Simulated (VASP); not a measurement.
## Si16O (a cell with a defect): single point with PBE

Si16O (a cell with a defect):

```
Si O
1.0
     0.00000    5.43000    5.43000
     5.43000    0.00000    5.43000
     5.43000    5.43000    0.00000
Si O
16 1
Direct
  0.01795 0.01784 0.98047
  0.08714 0.09202 0.21128
  0.90873 0.94810 0.59899
  0.09743 0.07859 0.62106
  0.02978 0.45398 0.01101
  0.09809 0.63660 0.13557
  0.01238 0.45495 0.52239
  0.14527 0.59140 0.64993
  0.47040 0.97529 0.09529
  0.66013 0.15864 0.10628
  0.48826 0.98504 0.46373
  0.56683 0.12871 0.60110
  0.46610 0.51641 0.04829
  0.67225 0.66188 0.04120
  0.61591 0.47877 0.43569
  0.63291 0.55422 0.67904
  0.41116 0.06753 0.86735
```

```json
{"Program": "VASP 6.6.1", "Task": "single point", "Functional": "PBE", "Potentials or basis": "VASP PAW PBE potentials, release 64 (Si, O)", "Cutoff": "520 eV", "k mesh": "2 × 2 × 2", "Occupations": "fermi-dirac, width 0.02 eV", "Spin": "collinear spin, ferromagnetic start", "Starting moments": "[0.0, 0.0, 0.0, 0.0, 0.0, 0.0, 0.0, 0.0, 0.0, 0.0, 0.0, 0.0, 0.0, 0.0, 0.0, 0.0, 1.0] μB"}
```

```yaml
Pressure: 1.3 GPa
Largest_force: 2.629 eV/Å
Band_gap_on_the_k_mesh: 0.20 eV
Net_moment: 0.00 μB per cell
Valence_electrons_inside_the_program's_atomic_spheres: Si 1.67, 1.63, 1.71, 1.69, 1.66, 1.62, 1.70, 1.65, 1.64, 1.60 (each value once); O 5.10
```

Forces on the atoms (eV/Å):
```
Si  -0.174  1.384 -0.310
Si  -0.430  0.256 -0.419
Si  -1.482  0.116  0.142
Si   0.867  0.995  2.274
Si   0.932  0.323  0.179
Si   0.504  0.343 -0.707
Si   0.571 -0.287  0.325
Si  -2.072 -0.318  0.384
Si   1.051 -1.048  1.335
Si  -0.247 -1.079 -2.196
Si  -0.473  0.803 -1.434
Si   1.568  0.126 -0.245
Si  -0.745 -0.498  0.439
Si   0.008  1.710 -0.817
Si   0.224 -1.177 -2.038
Si   0.449 -0.818  1.642
O   -0.551 -0.833  1.446
```

Stress tensor (GPa, compression positive):
```
 2.91 -0.75 -0.48
-0.75  2.26  0.33
-0.48  0.33 -1.13
```

Levels at points of the mesh, in eV from the valence-band top:
Spin up:
| k point | band 33 | band 34 | band 35 | band 36 | band 37 | band 38 |
| --- | --- | --- | --- | --- | --- | --- |
| (0.00, 0.00, 0.00) | -0.40 | -0.19 | -0.12 | 0.20 | 0.32 | 0.39 |
| (0.50, 0.00, 0.00) | -0.89 | -0.57 | -0.48 | 0.49 | 0.67 | 1.02 |
| (0.00, 0.50, 0.00) | -1.07 | -0.65 | -0.23 | 0.64 | 0.75 | 0.86 |
| (0.00, 0.00, 0.50) | -0.69 | -0.52 | 0.00 | 0.51 | 0.69 | 0.85 |
| (0.50, 0.50, 0.50) | -0.89 | -0.49 | -0.15 | 0.41 | 0.55 | 1.04 |
| (0.50, 0.50, 0.00) | -1.06 | -1.04 | -0.61 | 0.60 | 0.90 | 1.37 |
| (0.00, 0.50, 0.50) | -1.24 | -0.79 | -0.37 | 0.78 | 1.01 | 1.41 |
| (0.50, 0.00, 0.50) | -1.03 | -0.72 | -0.34 | 0.82 | 1.04 | 1.29 |
Spin down:
```csv
k point,band 31,band 32,band 33,band 34,band 35,band 36,band 37,band 38,band 39,band 40
"(0.00, 0.00, 0.00)",-0.96,-0.79,-0.40,-0.19,-0.12,0.20,0.32,0.39,0.56,0.80
"(0.50, 0.00, 0.00)",-1.23,-1.15,-0.89,-0.57,-0.48,0.49,0.67,1.02,1.26,1.31
"(0.00, 0.50, 0.00)",-1.65,-1.47,-1.07,-0.65,-0.23,0.64,0.75,0.86,0.92,1.42
"(0.00, 0.00, 0.50)",-1.40,-1.21,-0.69,-0.52,0.00,0.51,0.69,0.85,1.12,1.34
"(0.50, 0.50, 0.50)",-1.44,-1.32,-0.89,-0.49,-0.15,0.41,0.55,1.04,1.18,1.50
"(0.50, 0.50, 0.00)",-1.63,-1.36,-1.06,-1.04,-0.61,0.60,0.90,1.37,1.77,1.98
"(0.00, 0.50, 0.50)",-1.54,-1.45,-1.24,-0.79,-0.37,0.78,1.01,1.41,1.57,1.79
"(0.50, 0.00, 0.50)",-1.69,-1.40,-1.03,-0.72,-0.34,0.82,1.04,1.29,1.78,1.92
```

Run time: 14 min on 1 thread of Oxide Virtual Turin-like Processor (shared host), peak memory 0.68 GiB.

Caveat: the k points lie up to 0.50 Å⁻¹ apart; the atoms stand as in a frame of molecular dynamics.
